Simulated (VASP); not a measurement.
A run of VASP 6.6.1:

Contents of POSCAR:

```
TiO2
1.0
    4.5964475628      0.0000000000      0.0000000000
    0.0000000000      4.5964475628      0.0000000000
    0.0000000000      0.0000000000      2.9540545211
Ti O
2 4
Direct
    0.5000000000      0.5000000000      0.0000000000
    0.0000000000      0.0000000000      0.5000000000
    0.6953609386      0.6953609386      0.5000000000
    0.8046390614      0.1953609386      0.0000000000
    0.1953609386      0.8046390614      0.0000000000
    0.3046390614      0.3046390614      0.5000000000
```

The input INCAR.step1:

```
  PREC = Accurate
  ENCUT = 520
  ISMEAR = 0
  SIGMA = 0.02
  LREAL = F
  LASPH = T
  NELM = 100
  NBANDS = 33
  GGA = PE
  ALGO = Normal
  EDIFF = 1E-4
  LWAVE = T
  LCHARG = F
```

File INCAR.step2:

```
  PREC = Accurate
  ENCUT = 520
  EDIFF = 1E-7
  ISMEAR = 0
  SIGMA = 0.02
  LREAL = F
  LASPH = T
  NELM = 100
  ALGO = Normal
  ISIF = 2
  LWAVE = F
  LCHARG = F
  METAGGA = R2SCAN
  LMIXTAU = T
  NBANDS = 33
  ISTART = 1
```

KPOINTS

```
Automatic mesh
0
Gamma
  6 6 10
```

Potentials or basis: VASP PAW PBE potentials, release 64 (Ti_sv, O).

The run is started by

```console
$ cat potpaw_PBE.64/Ti_sv/POTCAR potpaw_PBE.64/O/POTCAR > POTCAR
$ cp INCAR.step1 INCAR
$ mpirun -np 1 vasp_std > vasp.out
$ cp INCAR.step2 INCAR
$ mpirun -np 1 vasp_std > vasp.out
```

Hardware: 1 thread of Intel(R) Xeon(R) 6975P-C (Granite Rapids), with other jobs on the host.

Problem. How long does it take, and how much memory?

Solution. Run time: 3 min on 1 thread of Intel(R) Xeon(R) 6975P-C (Granite Rapids), with other jobs on the host, peak memory 0.23 GiB. Counts: k points 60.
